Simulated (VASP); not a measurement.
A run of VASP 6.6.1 is set up as follows.

File INCAR:

```
SYSTEM = GaBO6
PREC = Accurate ; ENCUT = 600
EDIFF = 1E-6 ; ISMEAR = 0
SIGMA = 0.1 ; LREAL = .False.
LASPH = .True. ; NELM = 100
ALGO = Normal ; ISIF = 3
LWAVE = .False. ; LCHARG = .False.
GGA = PE ; IBRION = 2
NSW = 90 ; EDIFFG = -0.04
```

File KPOINTS:

```
Automatic mesh
0
Gamma
  4 4 4
  0 0 0
```

The input POSCAR:

```
GaBO6
1.0
    0.0000000000      3.6370054700      3.6370054700
    3.6370054700      0.0000000000      3.6370054700
    3.6370054700      3.6370054700      0.0000000000
Ga B O
1 1 6
Direct
    0.5000000000      0.5000000000      0.5000000000
    0.0000000000      0.0000000000      0.0000000000
    0.8023148100      0.1976851900      0.1976851900
    0.1976851900      0.8023148100      0.8023148100
    0.1976851900      0.8023148100      0.1976851900
    0.8023148100      0.1976851900      0.8023148100
    0.1976851900      0.1976851900      0.8023148100
    0.8023148100      0.8023148100      0.1976851900
```

Potentials or basis: VASP PAW PBE potentials, release 64 (Ga_d, B, O).

Launch:

```sh
$ cat potpaw_PBE.64/Ga_d/POTCAR potpaw_PBE.64/B/POTCAR potpaw_PBE.64/O/POTCAR > POTCAR
$ mpirun -np 1 vasp_std > vasp.out
```

Question: Predict the space group after relaxing (to 0.05 Å).

Answer: Fm-3m (No. 225).

Question: Estimate the relaxed volume.

Answer: 11.23 Å³/atom.

Forces in eV/Å, atoms in the order of the input:
```
Ga   0.000  0.000  0.000
B    0.000  0.000  0.000
O    0.029  0.000  0.000
O   -0.029  0.000  0.000
O    0.000  0.029  0.000
O    0.000 -0.029  0.000
O    0.000  0.000  0.029
O    0.000  0.000 -0.029
```

Caveat: the k points lie up to 0.38 Å⁻¹ apart in the final cell.
